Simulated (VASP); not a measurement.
# Pt (P6_3/mmc) in VASP: further runs

The runs below take Pt through single point, with r2SCAN.

Everything below comes from runs of VASP 6.6.1. Logs are shortened: lines on timing, memory, paths and dates and some standing lists are left out, and cuts for length are marked.

## (1) The cell of the first run

The structure is hexagonal, space group P6_3/mmc (No. 194). The conventional cell has a = 2.830 Å, b = 2.830 Å, c = 4.792 Å, α = 90.00°, β = 90.00°, γ = 120.00°. Pt (site symmetry -6m2) has 12 Pt at 2.83 to 2.90 Å within 3.7 Å.

## (2) Single point, r2SCAN (strain +0.025 along x and y, +0.000 along z)

Contents of POSCAR:

```
Pt
1.0
    2.8296822562      0.0000000000      0.0000000000
   -1.4148411281      2.4505767185      0.0000000000
    0.0000000000      0.0000000000      4.7921340000
Pt
2
Direct
    0.6666666667      0.3333333333      0.7500000000
    0.3333333333      0.6666666667      0.2500000000
```

Contents of INCAR.step1:

```
SYSTEM = Pt
  PREC = Accurate
  ENCUT = 520
  ISMEAR = 0
  SIGMA = 0.15
  LREAL = .False.
  LASPH = .True.
  NELM = 80
  NBANDS = 17
  GGA = PE
  ALGO = Normal
  EDIFF = 1E-4
  LWAVE = .True.
  LCHARG = .False.
```

Contents of INCAR.step2:

```
SYSTEM = Pt
  PREC = Accurate
  ENCUT = 520
  EDIFF = 1E-7
  ISMEAR = 0
  SIGMA = 0.15
  LREAL = .False.
  LASPH = .True.
  NELM = 80
  ALGO = Normal
  ISIF = 2
  LWAVE = .False.
  LCHARG = .False.
  METAGGA = R2SCAN
  LMIXTAU = .True.
  NBANDS = 17
  ISTART = 1
```

Contents of KPOINTS:

```
regular mesh
0
Gamma
  18 18 10
  0 0 0
```

Potentials or basis: VASP PAW PBE potentials, release 64 (Pt).

The run is started by

```sh
cat potpaw_PBE.64/Pt/POTCAR > POTCAR
cp INCAR.step1 INCAR
mpirun -np 1 vasp_std > vasp.out
cp INCAR.step2 INCAR
mpirun -np 1 vasp_std > vasp.out
```

OUTCAR:

```text
SYSTEM = Pt
   PREC = Accurate
   ENCUT = 520
   EDIFF = 1E-7
   ISMEAR = 0
   LREAL = .False.
   LASPH = .True.
   NELM = 80
   ISIF = 2
   METAGGA = R2SCAN
   ISTART = 1

 ion  position               nearest neighbor table
   1  0.667  0.333  0.750-   2 2.90   2 2.90   2 2.90   2 2.90   2 2.90   2 2.90
   2  0.333  0.667  0.250-   1 2.90   1 2.90   1 2.90   1 2.90   1 2.90   1 2.90

  LATTYP: Found a hexagonal cell.
 ALAT       =     2.8296822562
 C/A-ratio  =     1.6935237126

  Lattice vectors:

 A1 = (   2.8296822562,   0.0000000000,   0.0000000000)
 A2 = (  -1.4148411281,   2.4505767185,   0.0000000000)
 A3 = (   0.0000000000,   0.0000000000,   4.7921340000)

Analysis of symmetry for initial positions (statically):
=====================================================================
 Subroutine PRICEL returns:
 Original cell was already a primitive cell.

 Routine SETGRP: Setting up the symmetry group for a
 hexagonal supercell.

 Subroutine GETGRP returns: Found 24 space group operations
 (whereof 12 operations were pure point group operations)
 out of a pool of 24 trial point group operations.

The static configuration has the point symmetry D_3d.
 The point group associated with its full space group is D_6h.

Analysis of symmetry for dynamics (positions and initial velocities):
=====================================================================
 Subroutine PRICEL returns:
 Original cell was already a primitive cell.

 Routine SETGRP: Setting up the symmetry group for a
 hexagonal supercell.

 Subroutine GETGRP returns: Found 24 space group operations
 (whereof 12 operations were pure point group operations)
 out of a pool of 24 trial point group operations.

The dynamic configuration has the point symmetry D_3d.
 The point group associated with its full space group is D_6h.

 Subroutine INISYM returns: Found 24 space group operations
 (whereof 12 operations are pure point group operations),
 and found     1 'primitive' translations

----------------------------------------------------------------------------------------

                                     Primitive cell

  volume of cell :      33.2304

  direct lattice vectors                    reciprocal lattice vectors
     2.829682256  0.000000000  0.000000000     0.353396569  0.204033604  0.000000000
    -1.414841128  2.450576718  0.000000000     0.000000000  0.408067208  0.000000000
     0.000000000  0.000000000  4.792134000     0.000000000  0.000000000  0.208675300

  length of vectors
     2.829682256  2.829682256  4.792134000     0.408067208  0.408067208  0.208675300

  position of ions in fractional coordinates (direct lattice)
     0.666666667  0.333333333  0.750000000
     0.333333333  0.666666667  0.250000000

  ion indices of the primitive-cell ions
   primitive index   ion index
                 1           1
                 2           2

----------------------------------------------------------------------------------------

 KPOINTS: regular mesh

Automatic generation of k-mesh.
 Grid dimensions read from file:
 generate k-points for:   18   18   10

 Generating k-lattice:

  Cartesian coordinates                     Fractional coordinates (reciprocal lattice)
     0.019633143  0.011335200  0.000000000     0.055555556  0.000000000  0.000000000
     0.000000000  0.022670400  0.000000000     0.000000000  0.055555556  0.000000000
     0.000000000  0.000000000  0.020867530     0.000000000  0.000000000  0.100000000

  Length of vectors
     0.022670400  0.022670400  0.020867530

  Shift w.r.t. Gamma in fractional coordinates (k-lattice)
     0.000000000  0.000000000  0.000000000

 Subroutine IBZKPT returns following result:
 ===========================================

 Found    222 irreducible k-points:

 Following reciprocal coordinates:
            Coordinates               Weight
  0.000000  0.000000  0.000000      1.000000
  0.055556  0.000000  0.000000      6.000000
  0.111111  0.000000  0.000000      6.000000
  0.166667  0.000000  0.000000      6.000000
  0.222222  0.000000  0.000000      6.000000
  0.277778  0.000000  0.000000      6.000000
[... 16 lines left out ...]
  0.333333  0.111111  0.000000     12.000000
  0.388889  0.111111  0.000000     12.000000
 [... further k-points ...]
   k-points           NKPTS =    222   k-points in BZ     NKDIM =    222   number of bands    NBANDS=     17
   number of dos      NEDOS =    301   number of ions     NIONS =      2
   total plane-waves  NPLWV =  20736
   dimension x,y,z NGX =    24 NGY =   24 NGZ =   36
   dimension x,y,z NGXF=    48 NGYF=   48 NGZF=   72
   ions per type =               2
   NGX,Y,Z   is equivalent  to a cutoff of  14.10, 14.10, 12.49 a.u.
   NGXF,Y,Z  is equivalent  to a cutoff of  28.20, 28.20, 24.98 a.u.
 SYSTEM =  Pt
   PREC   = accura    normal or accurate (medium, high low for compatibility)
   ISTART =      1    job   : 0-new  1-cont  2-samecut
   ICHARG =      0    charge: 1-file 2-atom 10-const
   ISPIN  =      1    spin polarized calculation?
   LNONCOLLINEAR =      F non collinear calculations
   LSORBIT =      F    spin-orbit coupling
   LASPH  =      T    aspherical Exc in radial PAW
   ENCUT  =  520.0 eV  38.22 Ry    6.18 a.u.   5.26  5.26  8.91*2*pi/ulx,y,z
   NELM   =     80;   NELMIN=  2; NELMDL=  0     # of ELM steps
   EDIFF  = 0.1E-06   stopping-criterion for ELM
   LREAL  =      F    real-space projection
   EDIFFG = 0.1E-05   stopping-criterion for IOM
   NSW    =      0    number of steps for IOM
   IBRION =     -1    ionic relax: 0-MD 1-quasi-New 2-CG
   NFREE  =      0    steps in history (QN), initial steepest desc. (CG)
   ISIF   =      2    stress and relaxation
   ISYM   =      2    0-nonsym 1-usesym 2-fastsym
   POTIM  = 0.5000    time-step for ionic-motion
   TEBEG  =    0.0;   TEEND  =   0.0 temperature during run
   PSTRESS=    0.0 pullay stress
   NELECT =      20.0000    total number of electrons
   NUPDOWN=      -1.0000    fix difference up-down
   EMIN   =  10.00;   EMAX   =-10.00  energy-range for DOS
   EFERMI =   0.00;   METHOD = LEGACY
   ISMEAR =     0;   SIGMA  =   0.15  broadening in eV -4-tet -1-fermi 0-gaus
   EFERMI_NEDOS =   21; number of points for ismear=-14 and -15
   IALGO  =     38    algorithm
   IMIX   =      4    mixing-type and parameters
     AMIX     =   0.40;   BMIX     =  1.00
     AMIX_MAG =   1.60;   BMIX_MAG =  1.00
  volume/ion in A,a.u.               =      16.62       112.12
  Fermi-wavevector in a.u.,A,eV,Ry     =   1.382207  2.611993 25.993891  1.910497
  Thomas-Fermi vector in A             =   2.506920
   LORBIT       =      0    0 simple, 1 ext, 2 COOP (PROOUT), +10 PAW based schemes
   METAGGA = R2SCAN    functional components
   LHFCALC =     F    Hartree Fock is set to
   AEXX    =    0.0000 exact exchange contribution
   IVDW    =     0    specifies the selected vdW correction
   LEPSILON=     F    determine dielectric tensor
   LRPA    =     F    only Hartree local field effects (RPA)
 non-spin polarized calculation
 Gauss-broadening in eV      SIGMA  =   0.15
  energy-cutoff  :      520.00
  volume of cell :       33.23
 maximum number of plane-waves:       910
 NGX is ok and might be reduce to    24
   NGX = 11   NGY = 11   NGZ = 17

 number of electron      19.9999999 magnetization

 Free energy of the ion-electron system (eV)
  ---------------------------------------------------
  ext. energy  EPLUGINS =         0.00000000
  ---------------------------------------------------
  free energy    TOTEN  =      -102.75793797 eV

  energy without entropy =     -102.71201247  energy(sigma->0) =     -102.73497522

 E-fermi :   9.2307     XC(G=0): -13.9471

 val. band max:        9.2287041455   @ k =   0.3333   0.1111   0.5000
 cond. band min:       9.2324939704   @ k =   0.3889   0.0556   0.5000
 fundamental gap:      0.0037898249
 Fermi energy:         9.2307117541

 k-point     1 :       0.0000    0.0000    0.0000
  band No.  band energies     occupation
      1      -0.1549      2.00000
      2       2.5487      2.00000
      3       5.6694      2.00000
      4       5.9931      2.00000
      5       5.9931      2.00000
      6       6.3687      2.00000
[... 9 lines left out ...]
     16      27.4637      0.00000
     17      30.3248      0.00000

 k-point     2 :       0.0556    0.0000    0.0000
  band No.  band energies     occupation
      1      -0.0460      2.00000
      2       2.6460      2.00000
      3       5.6228      2.00000
      4       6.0269      2.00000
      5       6.0733      2.00000
      6       6.3194      2.00000
[... 9 lines left out ...]
     16      27.5473      0.00000
     17      29.6570      0.00000

 k-point     3 :       0.1111    0.0000    0.0000
  band No.  band energies     occupation
      1       0.2733      2.00000
      2       2.9207      2.00000
      3       5.4785      2.00000
      4       6.0925      2.00000
      5       6.2532      2.00000
      6       6.3097      2.00000
[... 9 lines left out ...]
     16      27.3506      0.00000
     17      28.5546      0.00000

 k-point     4 :       0.1667    0.0000    0.0000
  band No.  band energies     occupation
      1       0.7779      2.00000
      2       3.3057      2.00000
      3       5.3028      2.00000
      4       5.9363      2.00000
      5       6.1365      2.00000
      6       6.4877      2.00000
[... 9 lines left out ...]
     16      27.2626      0.00000
     17      27.3901      0.00000

 k-point     5 :       0.2222    0.0000    0.0000
  band No.  band energies     occupation
      1       1.4163      2.00000
      2       3.6334      2.00000
      3       5.2583      2.00000
      4       5.4737      2.00000
      5       5.7624      2.00000
      6       6.7262      2.00000
[... 9 lines left out ...]
     16      26.7924      0.00000
     17      28.1095      0.00000

 k-point     6 :       0.2778    0.0000    0.0000
  band No.  band energies     occupation
      1       2.0933      2.00000
      2       3.6961      2.00000
      3       4.9067      2.00000
      4       5.4541      2.00000
      5       5.7590      2.00000
      6       6.5210      2.00000
[... 9 lines left out ...]
     16      25.8145      0.00000
     17      27.1291      0.00000

 k-point     7 :       0.3333   -0.0000    0.0000
  band No.  band energies     occupation
      1       2.6611      2.00000
      2       3.5600      2.00000
      3       4.4552      2.00000
      4       5.6619      2.00000
      5       6.1230      2.00000
      6       6.3428      2.00000
[... 9 lines left out ...]
     16      24.5975      0.00000
     17      24.9106      0.00000

 k-point     8 :       0.3889    0.0000    0.0000
  band No.  band energies     occupation
      1       2.9995      2.00000
      2       3.3908      2.00000
      3       4.1278      2.00000
      4       5.9935      2.00000
      5       6.2058      2.00000
      6       6.2676      2.00000
[... 9 lines left out ...]
     16      22.3096      0.00000
     17      24.1194      0.00000
[... 203 lines left out ...]
      1       1.0731      2.00000
      2       3.5453      2.00000
      3       5.1302      2.00000
      4       5.8987      2.00000
      5       5.9193      2.00000
      6       6.4384      2.00000
[... 9 lines left out ...]
     16      27.7090      0.00000
     17      27.8438      0.00000

 k-point    20 :       0.1667    0.1111    0.0000
  band No.  band energies     occupation
      1       1.7030      2.00000
      2       3.9144      2.00000
      3       4.9664      2.00000
      4       5.3473      2.00000
      5       5.7919      2.00000
      6       6.3056      2.00000
[... 9 lines left out ...]
     16      26.8524      0.00000
     17      28.1368      0.00000

 k-point    21 :       0.2222    0.1111    0.0000
  band No.  band energies     occupation
      1       2.3866      2.00000
      2       4.0114      2.00000
      3       4.8550      2.00000
      4       5.0676      2.00000
      5       5.7936      2.00000
      6       6.1120      2.00000
[... 9 lines left out ...]
     16      25.9529      0.00000
     17      27.3510      0.00000

 k-point    22 :       0.2778    0.1111    0.0000
  band No.  band energies     occupation
      1       2.9764      2.00000
      2       3.8573      2.00000
      3       4.4542      2.00000
      4       5.3669      2.00000
      5       5.9817      2.00000
      6       6.0343      2.00000
[... 9 lines left out ...]
     16      25.1360      0.00000
     17      25.1420      0.00000

 k-point    23 :       0.3333    0.1111    0.0000
  band No.  band energies     occupation
      1       3.3281      2.00000
      2       3.6762      2.00000
      3       4.1601      2.00000
      4       5.7762      2.00000
      5       5.9203      2.00000
      6       6.3658      2.00000
[... 9 lines left out ...]
     16      23.0987      0.00000
     17      24.3932      0.00000

 k-point    24 :       0.3889    0.1111    0.0000
  band No.  band energies     occupation
      1       3.4631      2.00000
      2       3.5511      2.00000
      3       3.9808      2.00000
      4       5.9273      2.00000
      5       6.1961      2.00000
      6       6.2129      2.00000
[... 9 lines left out ...]
     16      21.5976      0.00000
     17      23.7488      0.00000

 [... further k-points ...]

------------------------ aborting loop because EDIFF is reached ----------------------------------------

  FORCE on cell =-STRESS in cart. coord.  units (eV):
  Direction    XX          YY          ZZ          XY          YZ          ZX
  --------------------------------------------------------------------------------------
  -------------------------------------------------------------------------------------
  Total       -3.7389196     -3.7389196     -2.5992258     -0.0000000     -0.0000000      0.0000000
  in kB     -180.2693016   -180.2693016   -125.3197933     -0.0000000     -0.0000000      0.0000000
  external PRESSURE =    -161.9527989 kB  Pullay stress =       0.0000000 kB

 VOLUME and BASIS-vectors are now :
 -----------------------------------------------------------------------------
  energy-cutoff  :      520.00
  volume of cell :       33.23
      direct lattice vectors                 reciprocal lattice vectors
     2.829682256  0.000000000  0.000000000     0.353396569  0.204033604  0.000000000
    -1.414841128  2.450576718  0.000000000     0.000000000  0.408067208  0.000000000
     0.000000000  0.000000000  4.792134000     0.000000000  0.000000000  0.208675300

 POSITION                                       TOTAL-FORCE (eV/Angst)
 -----------------------------------------------------------------------------------
      1.41484      0.81686      3.59410         0.000000      0.000000      0.000000
     -0.00000      1.63372      1.19803        -0.000000      0.000000      0.000000
 -----------------------------------------------------------------------------------
    total drift:                               -0.000000      0.000000     -0.000000

  FREE ENERGIE OF THE ION-ELECTRON SYSTEM (eV)
  ---------------------------------------------------
  free  energy   TOTEN  =      -102.7579379669 eV

  energy  without entropy=     -102.7120124722  energy(sigma->0) =     -102.73497522
```

It took 5.1 min on 1 thread of Intel Xeon Platinum 8259CL at 2.50GHz (Skylake/Cascade Lake), shared host; peak memory 0.24 GiB.

What came out:

- Free energy: -102.7579 eV
- Pressure: -16.2 GPa
- Band gap on the k mesh: zero (band 10 reaches 9.61 eV, above the bottom of band 11 at 8.40 eV)

Caveat: the cell differs from its parent crystal (strain +0.025 along x and y, +0.000 along z); the PAW data sets were made with another functional, which shifts forces and pressure a little; spin-orbit coupling is left out, which moves the levels of the heavy elements.

## (3) Single point, r2SCAN (strain +0.050 along x and y, -0.025 along z)

Contents of POSCAR:

```
Pt
1.0
    2.8986988966      0.0000000000      0.0000000000
   -1.4493494483      2.5103468823      0.0000000000
    0.0000000000      0.0000000000      4.6723306500
Pt
2
Direct
    0.6666666667      0.3333333333      0.7500000000
    0.3333333333      0.6666666667      0.2500000000
```

Contents of INCAR.step1:

```
SYSTEM = Pt
PREC = Accurate ; ENCUT = 520
ISMEAR = 0 ; SIGMA = 0.15
LREAL = .False. ; LASPH = .True.
NELM = 100 ; NBANDS = 17
GGA = PE ; ALGO = Normal
EDIFF = 1E-4 ; LWAVE = .True.
LCHARG = .False.
```

Contents of INCAR.step2:

```
SYSTEM = Pt
PREC = Accurate ; ENCUT = 520
EDIFF = 1E-7 ; ISMEAR = 0
SIGMA = 0.15 ; LREAL = .False.
LASPH = .True. ; NELM = 100
ALGO = Normal ; ISIF = 2
LWAVE = .False. ; LCHARG = .False.
METAGGA = R2SCAN ; LMIXTAU = .True.
NBANDS = 17 ; ISTART = 1
```

KPOINTS is that of step 2.

Potentials or basis: VASP PAW PBE potentials, release 64 (Pt).

The run is started by

```sh
cat potpaw_PBE.64/Pt/POTCAR > POTCAR
cp INCAR.step1 INCAR
mpirun -np 1 vasp_std > vasp.out
cp INCAR.step2 INCAR
mpirun -np 1 vasp_std > vasp.out
```

It took 4.4 min on 1 thread of Intel Xeon Platinum 8259CL at 2.50GHz (Skylake/Cascade Lake), shared host; peak memory 0.24 GiB.

Results (log left out):

```yaml
Free_energy: -102.6243 eV
Pressure: -19.6 GPa
Band_gap_on_the_k_mesh: zero (band 10 reaches 9.11 eV, above the bottom of band 11 at 8.04 eV)
```

Stress tensor (GPa, compression positive):
```
-21.96   0.00   0.00
  0.00 -21.96   0.00
  0.00   0.00 -14.77
```

Levels at points of the mesh, in eV from the Fermi level:
```tsv
k point	band 8	band 9	band 10	band 11	band 12	band 13
(0.00, 0.00, 0.00)	-2.15	-2.15	-0.27	-0.27	0.32	5.40
(0.50, 0.00, 0.00)	-0.06	0.16	0.22	2.11	3.33	7.71
(0.00, 0.00, 0.50)	-3.21	-0.82	-0.82	-0.82	-0.82	13.66
(0.50, 0.00, 0.50)	-0.69	0.11	0.11	1.87	1.87	6.02
```

Caveat: the cell differs from its parent crystal (strain +0.050 along x and y, -0.025 along z); the PAW data sets were made with another functional, which shifts forces and pressure a little; spin-orbit coupling is left out, which moves the levels of the heavy elements.
